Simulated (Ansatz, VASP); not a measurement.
## HfO2: VASP beside Ansatz

```
Hf O
1.0
     0.00000   -2.54892   -2.54892
     0.00000    2.54892   -2.54892
     5.09784    0.00000    0.00000
Hf O
2 4
Direct
  0.51028 0.48972 0.50000
  0.98972 0.01028 0.00000
  0.00007 0.50007 0.73270
  0.49993 0.99993 0.26730
  0.00007 0.50007 0.23270
  0.49993 0.99993 0.76730
```

Change from the starting cell: mode 1 frozen in at -0.088 Å and mode 5 at -0.052 Å (largest displacements).

Alike in both runs: task single point; functional PBE; k mesh 6 × 6 × 6; occupations gaussian, width 0.05 eV; no spin polarisation.

|  | VASP | Ansatz |
| --- | --- | --- |
| version | VASP 6.6.1 | Ansatz 0.2.0 |
| potentials or method | VASP PAW PBE potentials, release 64 (Hf_pv, O), cutoff 520 eV | scalar-relativistic, plane waves, PAW |
| valence electrons in the cell | 44 | 76 |

Ansatz gave:

| Item | Value |
| --- | --- |
| gap on the k mesh at the Fermi level (eV) | 3.96 |
| least direct gap on the mesh (eV) | 3.98 |
| pressure (GPa) | 0.9 |
| traceless stress, the component that is largest in VASP (GPa) | 1.07 |
| rms of the force components (eV/Å) | 0.154 |

Task: Which values does VASP return?

Result: gap on the k mesh at the Fermi level (eV): 3.97; least direct gap on the mesh (eV): 3.98; pressure (GPa): -2.7; traceless stress, the component that is largest in VASP (GPa): 1.09; rms of the force components (eV/Å): 0.155.

Atom by atom the forces differ by 0.015 eV/Å (rms over components). VASP's potentials hold 44 valence electrons a cell and Ansatz's 76, so a difference there can come from the potentials and not from the codes.

Neither program's run includes spin-orbit coupling.
